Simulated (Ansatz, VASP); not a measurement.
## Two plane-wave programs on MgTe5

The input INCAR:

```
  PREC = Accurate
  ENCUT = 520
  EDIFF = 1E-6
  ISMEAR = 0
  SIGMA = 0.1
  LREAL = False
  LASPH = True
  NELM = 60
  ALGO = Normal
  ISIF = 2
  LWAVE = False
  LCHARG = False
  GGA = PE
  NBANDS = 25
```

File KPOINTS:

```
Automatic mesh
0
Gamma
  6 6 10
```

File POSCAR:

```
MgTe5
1.0
    7.1628490882      0.0000000000      0.0000000000
   -3.5814245441      6.2032092738      0.0000000000
    0.0000000000      0.0000000000      4.1393377177
Mg Te
1 5
Direct
    0.0000000000      0.0000000000      0.0000000000
    0.3138477907      0.0000000000      0.5000000000
    0.6861522093      0.6861522093      0.5000000000
    0.0000000000      0.3138477907      0.5000000000
    0.3333333333      0.6666666667      0.0000000000
    0.6666666667      0.3333333333      0.0000000000
```

Input for Ansatz:

```yaml
crystal:
  lattice:
    - [7.1628490882, 0.0, 0.0]
    - [-3.5814245441, 6.2032092738, 0.0]
    - [0.0, 0.0, 4.1393377177]
  atoms:
    - { symbol: Mg, position: [0.0, 0.0, 0.0] }
    - { symbol: Te, position: [0.3138477907, 0.0, 0.5] }
    - { symbol: Te, position: [0.6861522093, 0.6861522093, 0.5] }
    - { symbol: Te, position: [0.0, 0.3138477907, 0.5] }
    - { symbol: Te, position: [0.3333333333, 0.6666666667, 0.0] }
    - { symbol: Te, position: [0.6666666667, 0.3333333333, 0.0] }
basis:
  ecutwfc: 420
kpoints:
  mp_grid: { grid: [6, 6, 10] }
  band_path:
    path:
      - [[0.0, 0.0, 0.0], [0.5, 0.0, 0.0], [0.33333333, 0.33333333, 0.0], [0.0, 0.0, 0.0], [0.0, 0.0, 0.5], [0.5, 0.0, 0.5], [0.33333333, 0.33333333, 0.5], [0.0, 0.0, 0.5]]
      - [[0.5, 0.0, 0.5], [0.5, 0.0, 0.0]]
      - [[0.33333333, 0.33333333, 0.5], [0.33333333, 0.33333333, 0.0]]
    npoints: 14
hamiltonian:
  xc: pbe
scf:
  occupations: { method: gaussian, width: 0.1 }
  n_extra_bands: 15
output:
  forces: true
  stress: true
  eigenvalues: true
  populations: true
  dos: { projected: true, de: 0.02, nscf_kmesh: { grid: [8, 8, 12] } }
  bader: true
```

Alike in both runs: task single point; functional PBE; k mesh 6 × 6 × 10; occupations gaussian, width 0.1 eV; no spin polarisation.

|  | VASP | Ansatz |
| --- | --- | --- |
| version | VASP 6.6.1 | Ansatz 0.2.0 |
| potentials or method | VASP PAW PBE potentials, release 64 (Mg, Te), cutoff 520 eV | scalar-relativistic, plane waves, PAW |
| valence electrons in the cell | 32 | 90 |

|  | VASP | Ansatz | Ansatz less VASP |
| --- | --- | --- | --- |
| gap on the k mesh at the Fermi level (eV) | none | none | - |
| pressure (GPa) | -0.1 | 0.0 | +0.06 |

A gap of «none» marks a metal or a gap that the smearing closes. With one functional, cell and mesh, what is left measures potentials, basis and numerics. VASP's potentials hold 32 valence electrons a cell and Ansatz's 90, so a difference there can come from the potentials and not from the codes.

Spin-orbit coupling is off throughout.
